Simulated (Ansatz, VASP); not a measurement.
FePb in VASP and in Ansatz

```
Fe Pb
1.0
     3.39864    0.00000    0.00000
     0.00000    3.39864    0.00000
     0.00000    0.00000    3.39864
Fe Pb
1 1
Direct
  0.00000 0.00000 0.00000
  0.50000 0.50000 0.50000
```

Alike in both runs: task single point; functional PBE; k mesh 12 × 12 × 12; occupations gaussian, width 0.1 eV; collinear spin.

|  | VASP | Ansatz |
| --- | --- | --- |
| version | VASP 6.6.1 | Ansatz 0.2.0 |
| potentials or method | VASP PAW PBE potentials, release 64 (Fe, Pb_d), cutoff 520 eV | scalar-relativistic, plane waves, PAW |
| valence electrons in the cell | 22 | 30 |

|  | VASP | Ansatz | Ansatz less VASP |
| --- | --- | --- | --- |
| gap on the k mesh at the Fermi level (eV) | none | none | - |
| pressure (GPa) | -10.0 | 0.0 | +9.93 |
| net moment per atom (μB) | 0.00 | 1.29 | +1.280 |
| size of the moment on the site where the two differ most (μB) | 0.01 | 2.72 | +2.703 |

The net moments are unlike, so the other rows may belong to different states. Site moments also hang on the region over which each program counts them. A gap of «none» marks a metal or a gap that the smearing closes. VASP's potentials hold 22 valence electrons a cell and Ansatz's 30, so a difference there can come from the potentials and not from the codes.

Spin-orbit coupling is off throughout.
